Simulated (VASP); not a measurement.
Wanted: the native input for a VASP 6.6.1 run.

- Task: single point
- Functional: PBEsol
- Potentials or basis: VASP PAW PBE potentials, release 64 (Ta_pv, N)
- Cutoff: 520 eV
- k mesh: 18 × 18 × 18
- Occupations: gaussian, width 0.15 eV
- Spin: no spin polarisation
- Dipole correction: no
- Further INCAR settings: ALGO = Normal; EDIFF = 1e-06; NBANDS = 15

The structure of TaN lies in POSCAR:

```
TaN
1.0
    0.0000000000      2.1790000000      2.1790000000
    2.2225800000      0.0000000000      2.1790000000
    2.2225800000      2.1790000000      0.0000000000
Ta N
1 1
Direct
    0.5000000000      0.5000000000      0.5000000000
    0.0000000000      0.0000000000      0.0000000000
```

This cell differs from its parent crystal: strain +0.0200 x Voigt [1, 0, 0, 0, 0, 0].

One way to write it, as run:

INCAR

```
ALGO     = Normal         # electronic algorithm
EDIFF    = 1E-6           # SCF threshold, eV
ENCUT    = 520            # plane-wave cutoff, eV
GGA      = PS             # functional
ISIF     = 2              # what is computed and relaxed
ISMEAR   = 0              # smearing method
LASPH    = T              # aspherical terms in the spheres
LCHARG   = F              # write CHGCAR
LREAL    = F              # projectors in reciprocal space
LWAVE    = F              # write WAVECAR
NBANDS   = 15             # bands
NELM     = 60             # most SCF steps
PREC     = Accurate       # precision mode
SIGMA    = 0.15           # smearing width, eV
```

KPOINTS

```
k-points
0
Gamma
  18 18 18
```

Potentials or basis: VASP PAW PBE potentials, release 64 (Ta_pv, N).

Launch:

```console
$ cat potpaw_PBE.64/Ta_pv/POTCAR potpaw_PBE.64/N/POTCAR > POTCAR
$ mpirun -np 1 vasp_std > vasp.out
```

Results of the run:

The pressure is -1.4 GPa and the band gap on the k mesh is zero (bands 8 and 9 overlap by 3.93 eV).

Caveat: the cell differs from its parent crystal (strain +0.0200 x Voigt [1, 0, 0, 0, 0, 0]); the PAW data sets were made with another functional, which shifts forces and pressure a little; spin-orbit coupling is left out, which moves the levels of the heavy elements.

Run time: 38 s on 1 thread of Intel(R) Xeon(R) 6975P-C (Granite Rapids), on a shared host, peak memory 0.26 GiB.
